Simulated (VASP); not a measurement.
# Cd (P6_3/mmc) in VASP: a series of runs, part 2 of 2

VASP 6.6.1. The steps go on from the part before.

## (4) Single point, BLYP (28.80 Å³/atom)

This run uses another cell than the first one, of 28.80 Å³/atom.

Contents of INCAR:

```
SYSTEM = Cd
AGGAC    = 1.0          
AGGAX    = 1.0          
ALDAC    = 0.0          
ALDAX    = 1.0          
ALGO     = Normal         ! electronic algorithm
EDIFF    = 1E-6           ! SCF threshold, eV
ENCUT    = 520            ! plane-wave cutoff, eV
GGA      = B5             ! functional
ISIF     = 2              ! what is computed and relaxed
ISMEAR   = -1             ! smearing method
LASPH    = .True.         ! aspherical terms in the spheres
LCHARG   = .False.        ! write CHGCAR
LREAL    = .False.        ! projectors in reciprocal space
LWAVE    = .False.        ! write WAVECAR
NBANDS   = 19             ! bands
NELM     = 100            ! most SCF steps
PREC     = Accurate       ! precision mode
SIGMA    = 0.1            ! smearing width, eV
```

Contents of KPOINTS:

```
k-points
0
Gamma
  19 19 8
  0 0 0
```

Contents of POSCAR:

```
Cd
1.0
    3.1777629955      0.0000000000      0.0000000000
   -1.5888814977      2.7520234813      0.0000000000
    0.0000000000      0.0000000000      6.5868927870
Cd
2
Direct
    0.3333333333      0.6666666667      0.2500000000
    0.6666666667      0.3333333333      0.7500000000
```

Potentials or basis: VASP PAW PBE potentials, release 64 (Cd).

The run is started by

```console
> cat potpaw_PBE.64/Cd/POTCAR > POTCAR
> mpirun -np 1 vasp_std > vasp.out
```

OUTCAR:

```text
SYSTEM = Cd
   EDIFF = 1E-6
   ENCUT = 520
   GGA = B5
   ISIF = 2
   ISMEAR = -1
   LASPH = .True.
   LREAL = .False.
   NELM = 100
   PREC = Accurate

 ion  position               nearest neighbor table
   1  0.333  0.667  0.250-   2 3.77   2 3.77   2 3.77   2 3.77   2 3.77   2 3.77
   2  0.667  0.333  0.750-   1 3.77   1 3.77   1 3.77   1 3.77   1 3.77   1 3.77

  LATTYP: Found a hexagonal cell.
 ALAT       =     3.1777629955
 C/A-ratio  =     2.0728080717

  Lattice vectors:

[... 717 lines left out ...]
------------------------ aborting loop because EDIFF is reached ----------------------------------------

  FORCE on cell =-STRESS in cart. coord.  units (eV):
  Direction    XX          YY          ZZ          XY          YZ          ZX
  --------------------------------------------------------------------------------------
  -------------------------------------------------------------------------------------
  Total       -0.4328501     -0.4328501     -0.1646320     -0.0000000     -0.0000000      0.0000000
  in kB      -12.0390972    -12.0390972     -4.5789988     -0.0000000     -0.0000000      0.0000000
  external PRESSURE =      -9.5523977 kB  Pullay stress =       0.0000000 kB

 VOLUME and BASIS-vectors are now :
 -----------------------------------------------------------------------------
  energy-cutoff  :      520.00
  volume of cell :       57.60
      direct lattice vectors                 reciprocal lattice vectors
     3.177762996  0.000000000  0.000000000     0.314686779  0.181684496  0.000000000
    -1.588881498  2.752023481  0.000000000     0.000000000  0.363368993  0.000000000
     0.000000000  0.000000000  6.586892787     0.000000000  0.000000000  0.151816650

 POSITION                                       TOTAL-FORCE (eV/Angst)
 -----------------------------------------------------------------------------------
     -0.00000      1.83468      1.64672        -0.000000     -0.000000      0.000000
      1.58888      0.91734      4.94017         0.000000      0.000000     -0.000000
 -----------------------------------------------------------------------------------
    total drift:                               -0.000000      0.000000      0.000000

  FREE ENERGIE OF THE ION-ELECTRON SYSTEM (eV)
  ---------------------------------------------------
  free  energy   TOTEN  =        -0.2643603195 eV

  energy  without entropy=       -0.2355142490  energy(sigma->0) =       -0.24993728
```

OSZICAR:

```text
N       E                     dE             d eps       ncg     rms          rms(c)
DAV:   1     0.170106591848E+03    0.17011E+03   -0.12573E+04  7600   0.121E+03
DAV:   2     0.392756124528E+01   -0.16618E+03   -0.16023E+03  7923   0.317E+02
DAV:   3    -0.351257398006E+00   -0.42788E+01   -0.42705E+01  8705   0.573E+01
DAV:   4    -0.360041351760E+00   -0.87840E-02   -0.87830E-02  8252   0.253E+00
DAV:   5    -0.360079425692E+00   -0.38074E-04   -0.38074E-04  8356   0.150E-01    0.210E+00
DAV:   6    -0.269791865785E+00    0.90288E-01   -0.24836E-01  8220   0.517E+00    0.174E+00
DAV:   7    -0.265019831980E+00    0.47720E-02   -0.12513E-02  8262   0.868E-01    0.113E+00
DAV:   8    -0.264266313472E+00    0.75352E-03   -0.28442E-03  8067   0.499E-01    0.446E-02
DAV:   9    -0.264334052918E+00   -0.67739E-04   -0.10214E-04  8430   0.878E-02    0.289E-02
DAV:  10    -0.264360277856E+00   -0.26225E-04   -0.41371E-05  8143   0.492E-02    0.342E-03
DAV:  11    -0.264360319468E+00   -0.41612E-07   -0.22472E-07  5015   0.465E-03
   1 F= -.26436032E+00 E0= -.24993728E+00  d E =-.288461E-01
```

stdout:

```text
POSCAR found type information on POSCAR Cd
 POSCAR found :  1 types and       2 ions
 scaLAPACK will be used
 -----------------------------------------------------------------------------
|                                                                             |
|                                                                             |
|     You enforced a specific xc type in the INCAR file but a different       |
|     I HOPE YOU KNOW WHAT YOU ARE DOING!                                     |
|                                                                             |
 -----------------------------------------------------------------------------

 LDA part: xc-table for (Slater(with rela. corr.)+VWN5), standard interpolation
 POSCAR, INCAR and KPOINTS ok, starting setup
 FFT: planning ... GRIDC
 FFT: planning ... GRID_SOFT
 FFT: planning ... GRID
 WAVECAR not read
 entering main loop
```

Wall time 49 s (1 thread of Intel Xeon 6975P-C (Granite Rapids), shared host); peak memory 0.3 GiB.

What came out:

| Item | Value |
| --- | --- |
| Free energy | -0.2644 eV |
| Pressure | -1.0 GPa |
| Band gap on the k mesh | zero (bands 12 and 13 overlap by 2.70 eV) |

Caveat: the PAW data sets were made with another functional, which shifts forces and pressure a little.

## (5) The runs side by side

| cell | gap on the mesh (eV) | pressure (GPa) |
| --- | --- | --- |
| a = 3.097, b = 3.097, c = 6.420 Å, angles 90.0, 90.0, 120.0°, 2 atoms | none | 0.2 |
| a = 3.138, b = 3.138, c = 6.505 Å, angles 90.0, 90.0, 120.0°, 2 atoms | none | -0.5 |
| a = 3.178, b = 3.178, c = 6.587 Å, angles 90.0, 90.0, 120.0°, 2 atoms | none | -1.0 |

Alike in all rows: task single point; level BLYP; potentials or basis VASP PAW PBE potentials, release 64 (Cd); no spin polarisation; k mesh 19 × 19 × 8; cutoff (eV) 520; smearing fermi-dirac 0.1 eV.

Caveats: the PAW data sets were made with another functional, which shifts forces and pressure a little.

Absolute energies hang on the potentials; compare differences alone.
